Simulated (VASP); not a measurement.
Crystal: Ge.

```
CELL_PARAMETERS angstrom
2.91000 0.00000 0.00000
-1.45500 2.52013 0.00000
0.00000 0.00000 4.75203
ATOMIC_POSITIONS crystal
Ge 0.33333 0.66667 0.25000
Ge 0.66667 0.33333 0.75000
```

This isn't the form of Ge at room conditions, which is diamond.

```yaml
Program: VASP 6.6.1
Task: relaxation of cell and atoms
Functional: PBEsol
Potentials_or_basis: VASP PAW PBE potentials, release 64 (Ge_d)
Cutoff: 600 eV
k_mesh: 17 × 17 × 9
Occupations: methfessel-paxton, width 0.05 eV
Spin: no spin polarisation
```

At the start: pressure 4.2 GPa; volume 17.42 Å³/atom.

Question: How do energy, volume and symmetry change on relaxing?

Answer: Over 3 steps the energy falls by 11.4 meV/atom and the volume is 18.32 Å³/atom (+5.2 %); space group P6_3/mmc (No. 194, to 0.1 Å) before and after.

Step by step:
```
step  energy change (eV)  largest force (eV/Å)  pressure (GPa)  volume (Å³)
   1              0.0000                0.0000            4.15        34.85
   2             -0.0210                0.0000           -1.04        37.18
   3             -0.0228                0.0000            0.02        36.65
```

Final structure:
```
CELL_PARAMETERS angstrom
2.95482 0.00000 0.00000
-1.47741 2.55895 0.00000
0.00000 0.00000 4.84673
ATOMIC_POSITIONS crystal
Ge 0.33333 0.66667 0.25000
Ge 0.66667 0.33333 0.75000
```

Caveat: the PAW data sets were made with another functional, which shifts forces and pressure a little.
